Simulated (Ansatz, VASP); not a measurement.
**MgO in VASP and in Ansatz**

The input INCAR:

```
PREC = Accurate
ENCUT = 600
EDIFF = 1E-6
ISMEAR = 0
SIGMA = 0.05
LREAL = F
LASPH = T
NELM = 120
ALGO = Normal
ISIF = 2
LWAVE = F
LCHARG = T
GGA = PE
LELF = T
LVHAR = T
NBANDS = 11
GGA_COMPAT = F
```

Contents of KPOINTS:

```
regular mesh
0
Gamma
  10 10 10
```

The input POSCAR:

```
MgO
1.0
    0.0000000000      2.1627432290      2.1627432290
    2.1627432290      0.0000000000      2.1627432290
    2.1627432290      2.1627432290      0.0000000000
Mg O
1 1
Direct
    0.0266123684      0.0266123684     -0.0266123684
    0.4595716224      0.4595716224      0.5404283776
```

Input for Ansatz:

```yaml
crystal:
  lattice:
    - [0.0, 2.162743229, 2.162743229]
    - [2.162743229, 0.0, 2.162743229]
    - [2.162743229, 2.162743229, 0.0]
  atoms:
    - { symbol: Mg, position: [0.0266123684, 0.0266123684, -0.0266123684] }
    - { symbol: O, position: [0.4595716224, 0.4595716224, 0.5404283776] }
basis:
  ecutwfc: 520.0
kpoints:
  mp_grid: { grid: [10, 10, 10] }
hamiltonian:
  xc: pbe
  pseudopotentials: { kind: paw, azcp: { folder: soft_1 } }
scf:
  occupations: { method: gaussian, width: 0.05 }
output:
  forces: true
  stress: true
  eigenvalues: true
```

Change from the starting cell: mode 6 frozen in at -0.172 Å, equal normal strain along x, y and z +0.0167.

Alike in both runs: task single point; functional PBE; k mesh 10 × 10 × 10; occupations gaussian, width 0.05 eV; no spin polarisation.

|  | VASP | Ansatz |
| --- | --- | --- |
| version | VASP 6.6.1 | Ansatz 0.2.0 |
| potentials or method | VASP PAW PBE potentials, release 64 (Mg, O), cutoff 600 eV | scalar-relativistic, plane waves, PAW |
| valence electrons in the cell | 8 | 16 |

|  | VASP | Ansatz | Ansatz less VASP |
| --- | --- | --- | --- |
| gap on the k mesh at the Fermi level (eV) | 3.99 | 4.01 | +0.020 |
| least direct gap on the mesh (eV) | 3.99 | 4.01 | +0.020 |
| pressure (GPa) | -0.6 | 0.3 | +0.87 |
| traceless stress, the component that is largest in VASP (GPa) | 16.09 | 15.87 | -0.220 |
| rms of the force components (eV/Å) | 1.076 | 1.062 | -0.0133 |

Atom by atom the forces differ by 0.013 eV/Å (rms over components). VASP's potentials hold 8 valence electrons a cell and Ansatz's 16, so a difference there can come from the potentials and not from the codes.
